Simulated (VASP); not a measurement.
Wanted: the native input for a VASP 6.6.1 run.

```yaml
Task: single point
Functional: LDA
Potentials_or_basis: VASP PAW LDA potentials, release 64 (Cs_sv)
Cutoff: 520 eV
k_mesh: 8 × 8 × 8
Occupations: fermi-dirac, width 0.1 eV
Spin: no spin polarisation
Dipole_correction: no
Further_INCAR_settings: ALGO = Normal; EDIFF = 1e-06; NBANDS = 10
```

The structure of Cs lies in POSCAR:

```
Cs
1.0
    3.9617347771      0.0000000000      0.0000000000
    0.0000000000      3.9617347771      0.0000000000
    0.0000000000      0.0000000000      3.9617347771
Cs
1
Direct
    0.0000000000      0.0000000000      0.0000000000
```

This cell differs from its parent crystal: volume scaled by 0.6.

The input as run:

INCAR

```
SYSTEM = Cs
ALGO = Normal ; EDIFF = 1E-6
ENCUT = 520 ; ISIF = 2
ISMEAR = -1 ; LASPH = .True.
LCHARG = .False. ; LREAL = .False.
LWAVE = .False. ; NBANDS = 10
NELM = 100 ; PREC = Accurate
SIGMA = 0.1
```

KPOINTS

```
k-points
0
Gamma
  8 8 8
  0 0 0
```

Potentials or basis: VASP PAW LDA potentials, release 64 (Cs_sv).

The run is started by

```console
$ cat potpaw_LDA.64/Cs_sv/POTCAR > POTCAR
$ mpirun -np 1 vasp_std > vasp.out
```

Results of the run:

```yaml
Pressure: 1.2 GPa
```

Run time: 7.8 s on 1 thread of Intel Xeon 6975P-C (shared host), peak memory 0.15 GiB.
